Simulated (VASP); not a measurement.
AlN, 4 atoms in the cell. It takes space group P6_3mc (No. 186, hexagonal). Conventional cell: a = 2.996 Å, b = 2.996 Å, c = 4.944 Å, α = 90.00°, β = 90.00°, γ = 120.00°. Within 2.4 Å of Al (site symmetry 3m) lie 4 N at 1.83 to 1.89 Å. N (site symmetry 3m) has 4 Al at 1.83 to 1.89 Å within 2.4 Å. 

- Program: VASP 6.6.1
- Task: relaxation of the atoms
- Functional: LDA
- Potentials or basis: VASP PAW LDA potentials, release 64 (Al, N)
- Cutoff: 520 eV
- k mesh: 9 × 9 × 6
- Occupations: gaussian, width 0.05 eV
- Spin: no spin polarisation
- Dipole correction: no
- Further INCAR settings: ALGO = Normal; EDIFF = 1e-06; IBRION = 2; EDIFFG = -0.01; NSW = 50

Potentials or basis: VASP PAW LDA potentials, release 64 (Al, N).

Command:

```console
$ cat potpaw_LDA.64/Al/POTCAR potpaw_LDA.64/N/POTCAR > POTCAR
$ mpirun -np 1 vasp_std > vasp.out
```

Hardware: 1 thread of Intel(R) Xeon(R) 6975P-C (Granite Rapids), on a shared host.

Task: How long does it take, and how much memory?

Result: Run time: 13 s on 1 thread of Intel(R) Xeon(R) 6975P-C (Granite Rapids) (shared host), peak memory 0.14 GiB. Counts: scf iterations 25, k points 48, ion steps 3.
